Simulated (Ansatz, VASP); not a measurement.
# One calculation of SnSe, two programs

```xyz
2
Lattice="0.0000 3.3908 3.3908 3.3908 0.0000 3.3908 3.3908 3.3908 0.0000" Properties=species:S:1:pos:R:3 pbc="T T T"
Sn    0.0000    0.0000    0.0000
Se    5.0863    5.0863    5.0863
```

Alike in both runs: task electric field gradients; functional PBE; k mesh 7 × 7 × 7; occupations fermi-dirac, width 0.05 eV; no spin polarisation.

|  | VASP | Ansatz |
| --- | --- | --- |
| version | VASP 6.6.1 | Ansatz 0.2.0 |
| potentials or method | VASP PAW PBE potentials, release 64 (Sn_d, Se), cutoff 400 eV | all-electron PAW datasets made for the crystal |

|  | VASP | Ansatz | Ansatz less VASP |
| --- | --- | --- | --- |
| gap on the k mesh at the Fermi level (eV) | 0.30 | 0.30 | +0.001 |
| least direct gap on the mesh (eV) | 0.73 | 0.74 | +0.001 |
| pressure (GPa) | -0.1 | 0.0 | +0.02 |

Ansatz ran all-electron here, and VASP with PAW potentials.
